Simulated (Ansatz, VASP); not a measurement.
BP in VASP and in Ansatz

File INCAR:

```
PREC = Accurate
ENCUT = 520
EDIFF = 1E-6
ISMEAR = -1
SIGMA = 0.1
LREAL = False
LASPH = True
NELM = 80
ALGO = Normal
ISIF = 2
LWAVE = False
LCHARG = False
GGA = PE
NBANDS = 11
```

File KPOINTS:

```
Automatic mesh
0
Gamma
  15 15 15
```

File POSCAR:

```
BP
1.0
    2.3404976170      0.0000000000      0.0000000000
    0.0000000000      2.3404976170      0.0000000000
    0.0000000000      0.0000000000      2.3404976170
B P
1 1
Direct
    0.0000000000      0.0000000000      0.0000000000
    0.5000000000      0.5000000000      0.5000000000
```

Input for Ansatz:

```yaml
crystal:
  lattice:
    - [2.340497617, 0.0, 0.0]
    - [0.0, 2.340497617, 0.0]
    - [0.0, 0.0, 2.340497617]
  atoms:
    - { symbol: B, position: [0.0, 0.0, 0.0] }
    - { symbol: P, position: [0.5, 0.5, 0.5] }
kpoints:
  mp_grid: { grid: [15, 15, 15] }
scf:
  occupations: { method: fermi_dirac, width: 0.1 }
hamiltonian:
  xc: pbe
  pseudopotentials: { kind: all_electron, lapw: { basis_error: 0.001 } }
output:
  forces: true
  stress: true
  eigenvalues: true
  populations: true
```

Change from the starting cell: volume scaled by 0.64, LAPW.

Alike in both runs: task single point; functional PBE; k mesh 15 × 15 × 15; occupations fermi-dirac, width 0.1 eV; no spin polarisation.

|  | VASP | Ansatz |
| --- | --- | --- |
| version | VASP 6.6.1 | Ansatz 0.2.0 |
| potentials or method | VASP PAW PBE potentials, release 64 (B, P), cutoff 520 eV | all-electron LAPW, scalar-relativistic |

Ansatz gave:

| Quantity | Value |
| --- | --- |
| pressure (GPa) | 145.4 |

**Question.** Which values does VASP return?

**Answer.** Pressure (GPa): 143.7.

Both programs put the cell under a high pressure, so it lies far from rest at this level. Ansatz ran all-electron here, and VASP with PAW potentials.

Noted on VASP's run: the cell as given lies far from equilibrium.
